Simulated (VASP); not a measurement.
# Ge in VASP: further runs, part 3 of 3

VASP 6.6.1. Earlier steps stand in the parts before.

**4. Single point, PBE**

Input file INCAR:

```
SYSTEM = Ge
  ALGO = Normal
  DIPOL = 0.5 0.5 0.500
  EDIFF = 1E-6
  EFIELD = -0.1
  ENCUT = 520
  GGA = PE
  IDIPOL = 3
  ISIF = 2
  ISMEAR = -1
  LASPH = .TRUE.
  LCHARG = .FALSE.
  LDIPOL = .TRUE.
  LREAL = .FALSE.
  LWAVE = .FALSE.
  NBANDS = 36
  NELM = 60
  PREC = Accurate
  SIGMA = 0.02
```

Input file KPOINTS:

```
k-points
0
G
  9 9 1
  0 0 0
```

Input file POSCAR:

```
Ge
1.0
    4.0736070246      0.0000000000      0.0000000000
   -2.0368035123      3.5278471684      0.0000000000
    0.0000000000      0.0000000000     20.1576000000
Ge
4
Direct
    0.1666666667      0.3333333333      0.3961578051
    0.5000000000      1.0000000000      0.4336302494
    0.5000000000      1.0000000000      0.5663697484
    0.8333333333      0.6666666667      0.6038421977
```

Potentials or basis: VASP PAW PBE potentials, release 64 (Ge_d).

The run is started by

```sh
$ cat potpaw_PBE.64/Ge_d/POTCAR > POTCAR
$ mpirun -np 1 vasp_std > vasp.out
```

OUTCAR:

```text
SYSTEM = Ge
   EDIFF = 1E-6
   ENCUT = 520
   GGA = PE
   ISIF = 2
   ISMEAR = -1
   LASPH = .TRUE.
   LREAL = .FALSE.
   NELM = 60
   PREC = Accurate

 ion  position               nearest neighbor table
   1  0.167  0.333  0.396-   2 2.47   2 2.47   2 2.47
   2  0.500  0.000  0.434-   1 2.47   1 2.47   1 2.47   3 2.68
   3  0.500  0.000  0.566-   4 2.47   4 2.47   4 2.47   2 2.68
   4  0.833  0.667  0.604-   3 2.47   3 2.47   3 2.47

  LATTYP: Found a hexagonal cell.
 ALAT       =     4.0736070246
 C/A-ratio  =     4.9483418205

  Lattice vectors:

 A1 = (   4.0736070246,   0.0000000000,   0.0000000000)
 A2 = (  -2.0368035123,   3.5278471684,   0.0000000000)
 A3 = (   0.0000000000,   0.0000000000,  20.1576000000)

Analysis of symmetry for initial positions (statically):
=====================================================================
 Subroutine PRICEL returns:
 Original cell was already a primitive cell.

 Routine SETGRP: Setting up the symmetry group for a
 hexagonal supercell.

 Subroutine GETGRP returns: Found 12 space group operations
 (whereof  4 operations were pure point group operations)
 out of a pool of 24 trial point group operations.

The static configuration has the point symmetry C_2h.
 The point group associated with its full space group is D_3d.

Analysis of symmetry for dynamics (positions and initial velocities):
=====================================================================
 An external electric field (EFIELD) may reduce the allowed symmetry operations
 Subroutine PRICEL returns:
 Original cell was already a primitive cell.

 Routine SETGRP: Setting up the symmetry group for a
 hexagonal supercell.

 Subroutine GETGRP returns: Found  6 space group operations
 (whereof  2 operations were pure point group operations)
 out of a pool of 24 trial point group operations.

The dynamic configuration has the point symmetry C_1h.
 The point group associated with its full space group is C_3v.

 Subroutine INISYM returns: Found  6 space group operations
 (whereof  2 operations are pure point group operations),
 and found     1 'primitive' translations
[... 111 lines left out ...]
   GGA     = PE    functional components
   LHFCALC =     F    Hartree Fock is set to
   AEXX    =    0.0000 exact exchange contribution
   IVDW    =     0    specifies the selected vdW correction
   LEPSILON=     F    determine dielectric tensor
   LRPA    =     F    only Hartree local field effects (RPA)
 non-spin polarized calculation
  energy-cutoff  :      520.00
  volume of cell :      289.69
 maximum number of plane-waves:      7833
   NGX = 15   NGY = 15   NGZ = 75

 dipolmoment           0.000000      0.000000      0.006495 electrons x Angstroem

 number of electron      55.9999936 magnetization

 dipolmoment           0.000000      0.000000     -0.056537 electrons x Angstroem

 Free energy of the ion-electron system (eV)
  ---------------------------------------------------
  ext. energy  EPLUGINS =         0.00000000
  ---------------------------------------------------
  free energy    TOTEN  =       -16.59072294 eV

  energy without entropy =      -16.58905977  energy(sigma->0) =      -16.58989135

 E-fermi :  -1.7624     XC(G=0):  -3.9057

 val. band max:       -1.7702530938   @ k =   0.3333   0.3333   0.0000
 cond. band min:      -1.7621167406   @ k =   0.3333   0.3333   0.0000
 fundamental gap:      0.0081363532
 Fermi energy:        -1.7624075471

 k-point     1 :       0.0000    0.0000    0.0000
  band No.  band energies     occupation
      1     -26.1381      2.00000
      2     -26.1298      2.00000
      3     -26.1298      2.00000
      4     -26.1140      2.00000
      5     -26.1140      2.00000
      6     -26.0761      2.00000
[... 457 lines left out ...]
     35       4.4292      0.00000
     36       4.8389      0.00000

------------------------ aborting loop because EDIFF is reached ----------------------------------------

 vacuum level on the upper side and lower side of the slab       (xc-potential included)         0.524        -0.763

  FORCE on cell =-STRESS in cart. coord.  units (eV):
  Direction    XX          YY          ZZ          XY          YZ          ZX
  --------------------------------------------------------------------------------------
  -------------------------------------------------------------------------------------
  Total       -0.3710334     -0.3710334     -0.0084405      0.0000000      0.0000000      0.0000000
  in kB       -2.0520877     -2.0520877     -0.0466823      0.0000000      0.0000000      0.0000000
  external PRESSURE =      -1.3836192 kB  Pullay stress =       0.0000000 kB

 VOLUME and BASIS-vectors are now :
 -----------------------------------------------------------------------------
  energy-cutoff  :      520.00
  volume of cell :      289.69
      direct lattice vectors                 reciprocal lattice vectors
     4.073607025  0.000000000  0.000000000     0.245482687  0.141729496  0.000000000
    -2.036803512  3.527847168  0.000000000     0.000000000  0.283458991  0.000000000
     0.000000000  0.000000000 20.157600000     0.000000000  0.000000000  0.049609080

 POSITION                                       TOTAL-FORCE (eV/Angst)
 -----------------------------------------------------------------------------------
      0.00000      1.17595      7.98559         0.000000      0.000000     -0.015106
      2.03680      0.00000      8.74095         0.000000     -0.000000      0.007989
      2.03680      0.00000     11.41665        -0.000000     -0.000000      0.006115
      2.03680      2.35190     12.17201        -0.000000      0.000000      0.001002
 -----------------------------------------------------------------------------------
    total drift:                               -0.000000      0.000000     -0.000143

  FREE ENERGIE OF THE ION-ELECTRON SYSTEM (eV)
  ---------------------------------------------------
  free  energy   TOTEN  =       -16.5907229409 eV

  energy  without entropy=      -16.5890597674  energy(sigma->0) =      -16.58989135

 vacuum level on the upper side and lower side of the slab         3.414         2.140
```

stdout:

```text
POSCAR found type information on POSCAR Ge
 POSCAR found :  1 types and       4 ions
 scaLAPACK will be used
 LDA part: xc-table for (Slater+PW92), standard interpolation
 POSCAR, INCAR and KPOINTS ok, starting setup
 FFT: planning ... GRIDC
 FFT: planning ... GRID_SOFT
 FFT: planning ... GRID
 WAVECAR not read
 entering main loop
```

Run time: 3.3 min. Hardware: 1 thread of AMD EPYC 7R13 (Zen 3), shared host; peak memory 0.37 GiB.

What came out:

- Free energy: -16.5907 eV
- Largest force: 0.015 eV/Å
- Band gap on the k mesh: 0.01 eV

Forces on the atoms (eV/Å):
```
Ge   0.000  0.000 -0.015
Ge   0.000  0.000  0.008
Ge   0.000  0.000  0.006
Ge   0.000  0.000  0.001
```

Levels at points of the mesh, in eV from the valence-band top:
```
           k point  band 24  band 25  band 26  band 27  band 28  band 29  band 30  band 31  band 32  band 33
(0.00, 0.00, 0.00)    -2.15    -0.56    -0.56    -0.04    -0.04     0.46     0.93     1.84     3.69     3.69
```

Caveat: semilocal functionals underestimate gaps, and a narrow one can read as zero.

**5. Single point, PBE**

Input file INCAR:

```
PREC = Accurate ; ENCUT = 520
EDIFF = 1E-7 ; ISMEAR = -1
SIGMA = 0.02 ; LREAL = False
LASPH = True ; NELM = 80
ALGO = Normal ; ISIF = 2
LWAVE = False ; LCHARG = False
GGA = PE ; NBANDS = 36
```

Input file KPOINTS:

```
Automatic mesh
0
Gamma
  9 9 1
```

POSCAR is that of step 4.

Potentials or basis: VASP PAW PBE potentials, release 64 (Ge_d).

The run is started by

```sh
$ cat potpaw_PBE.64/Ge_d/POTCAR > POTCAR
$ mpirun -np 1 vasp_std > vasp.out
```

OUTCAR:

```text
PREC = Accurate
   ENCUT = 520
   EDIFF = 1E-7
   ISMEAR = -1
   LREAL = False
   LASPH = True
   NELM = 80
   ISIF = 2
   GGA = PE

 ion  position               nearest neighbor table
   1  0.167  0.333  0.396-   2 2.47   2 2.47   2 2.47
   2  0.500  0.000  0.434-   1 2.47   1 2.47   1 2.47   3 2.68
   3  0.500  0.000  0.566-   4 2.47   4 2.47   4 2.47   2 2.68
   4  0.833  0.667  0.604-   3 2.47   3 2.47   3 2.47

  LATTYP: Found a hexagonal cell.
 ALAT       =     4.0736070246
[... 651 lines left out ...]
  FORCE on cell =-STRESS in cart. coord.  units (eV):
  Direction    XX          YY          ZZ          XY          YZ          ZX
  --------------------------------------------------------------------------------------
  -------------------------------------------------------------------------------------
  Total       -0.3663199     -0.3663199      0.0010213      0.0000000     -0.0000000     -0.0000000
  in kB       -2.0260184     -2.0260184      0.0056484      0.0000000     -0.0000000     -0.0000000
  external PRESSURE =      -1.3487961 kB  Pullay stress =       0.0000000 kB

 VOLUME and BASIS-vectors are now :
 -----------------------------------------------------------------------------
  energy-cutoff  :      520.00
  volume of cell :      289.69
      direct lattice vectors                 reciprocal lattice vectors
     4.073607025  0.000000000  0.000000000     0.245482687  0.141729496  0.000000000
    -2.036803512  3.527847168  0.000000000     0.000000000  0.283458991  0.000000000
     0.000000000  0.000000000 20.157600000     0.000000000  0.000000000  0.049609080

 POSITION                                       TOTAL-FORCE (eV/Angst)
 -----------------------------------------------------------------------------------
      0.00000      1.17595      7.98559         0.000000      0.000000     -0.007704
      2.03680      0.00000      8.74095         0.000000      0.000000      0.001011
      2.03680      0.00000     11.41665        -0.000000     -0.000000     -0.001011
      2.03680      2.35190     12.17201         0.000000     -0.000000      0.007704
 -----------------------------------------------------------------------------------
    total drift:                               -0.000000      0.000000      0.000061

  FREE ENERGIE OF THE ION-ELECTRON SYSTEM (eV)
  ---------------------------------------------------
  free  energy   TOTEN  =       -16.5878982386 eV

  energy  without entropy=      -16.5862245689  energy(sigma->0) =      -16.58706140
```

stdout:

```text
POSCAR found type information on POSCAR Ge
 POSCAR found :  1 types and       4 ions
 scaLAPACK will be used
 LDA part: xc-table for (Slater+PW92), standard interpolation
 POSCAR, INCAR and KPOINTS ok, starting setup
 FFT: planning ... GRIDC
 FFT: planning ... GRID_SOFT
 FFT: planning ... GRID
 WAVECAR not read
 entering main loop
```

Run time: 2.5 min. Hardware: 1 thread of AMD EPYC 7R13 (Zen 3), shared host; peak memory 0.37 GiB.

What came out:

| Item | Value |
| --- | --- |
| Free energy | -16.5879 eV |
| Largest force | 0.008 eV/Å |
| Band gap on the k mesh | zero (filled and empty bands touch) |

Forces in eV/Å, atoms in the order of the input:
```
Ge   0.000  0.000 -0.008
Ge   0.000  0.000  0.001
Ge   0.000  0.000 -0.001
Ge   0.000  0.000  0.008
```

Caveat: there is no dipole correction, which matters where the two faces differ.

**6. Overview**

```csv
cell,dipole correction,electric field (eV/Å),gap on the mesh (eV),largest force (eV/Å)
"as given, atomic positions A",yes,-,none,0.78
"as given, atomic positions B",yes,-,none,0.01
"as given, atomic positions B",yes,-0.1 eV/Å,0.01,0.02
"as given, atomic positions B",no,-,none,0.01
```

Alike in all rows: task single point; level PBE; potentials or basis VASP PAW PBE potentials, release 64 (Ge_d); no spin polarisation; k mesh 9 × 9 × 1; cutoff (eV) 520; smearing fermi-dirac 0.02 eV.

Caveats: semilocal functionals underestimate gaps, and a narrow one can read as zero (at least some runs); there is no dipole correction, which matters where the two faces differ (at least some runs).

Absolute energies hang on the potentials; compare differences alone.

The gap in the log of VASP goes by the Fermi energy; the results here count the filled bands.